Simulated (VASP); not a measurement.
Wanted: the native input for a VASP 6.6.1 run.

| Item | Value |
| --- | --- |
| Task | relaxation of cell and atoms |
| Functional | PBEsol |
| Potentials or basis | VASP PAW PBE potentials, release 64 (Te) |
| Cutoff | 600 eV |
| k mesh | 13 × 13 × 13 |
| Occupations | fermi-dirac, width 0.1 eV |
| Spin | no spin polarisation |
| Target pressure | 20 GPa |
| Dipole correction | no |
| Further INCAR settings | ALGO = Normal; EDIFF = 1e-06; IBRION = 2; EDIFFG = -0.005; NSW = 60; ISIF = 3 |

The structure of Te lies in POSCAR:

```
Te
1.0
    2.8636059660      0.0000000000      0.0000000000
    0.0000000000      2.8636059660      0.0000000000
    0.0000000000      0.0000000000      2.8636059660
Te
1
Direct
    0.0000000000      0.0000000000      0.0000000000
```

This isn't the form of Te at room conditions, which is trigonal, of chains.

One way to write it, as run:

INCAR

```
SYSTEM = Te
  PREC = Accurate
  ENCUT = 600
  EDIFF = 1E-6
  ISMEAR = -1
  SIGMA = 0.1
  LREAL = .False.
  LASPH = .True.
  NELM = 60
  ALGO = Normal
  ISIF = 3
  LWAVE = .False.
  LCHARG = .False.
  GGA = PS
  IBRION = 2
  NSW = 60
  EDIFFG = -0.005
  PSTRESS = 200.0
```

KPOINTS

```
Automatic mesh
0
Gamma
  13 13 13
  0 0 0
```

Potentials or basis: VASP PAW PBE potentials, release 64 (Te).

The run is started by

```sh
$ cat potpaw_PBE.64/Te/POTCAR > POTCAR
$ mpirun -np 1 vasp_std > vasp.out
```

It gave:

- Relaxed volume: 25.38 Å³/atom
- Relaxed cell: a = 2.939 Å, b = 2.939 Å, c = 2.939 Å, α = 90.00°, β = 90.00°, γ = 90.00°
- Space group after relaxing (to 0.1 Å): Pm-3m (No. 221)
- Energy change on relaxing (the run minimises the enthalpy): -307.2 meV/atom
- Ionic steps: 16
- Pressure after relaxing: 20.0 GPa
- Band gap on the k mesh: zero (bands 3 and 4 overlap by 7.29 eV)

Caveat: the cell is relaxed towards a set pressure, so the run minimises the enthalpy, not the energy; the PAW data sets were made with another functional, which shifts forces and pressure a little; spin-orbit coupling is left out, which moves the levels of the heavy elements.

Run time: 40 s on 1 thread of Intel(R) Xeon(R) Platinum 8259CL CPU @ 2.50GHz (Skylake/Cascade Lake), on a shared host, peak memory 0.15 GiB.
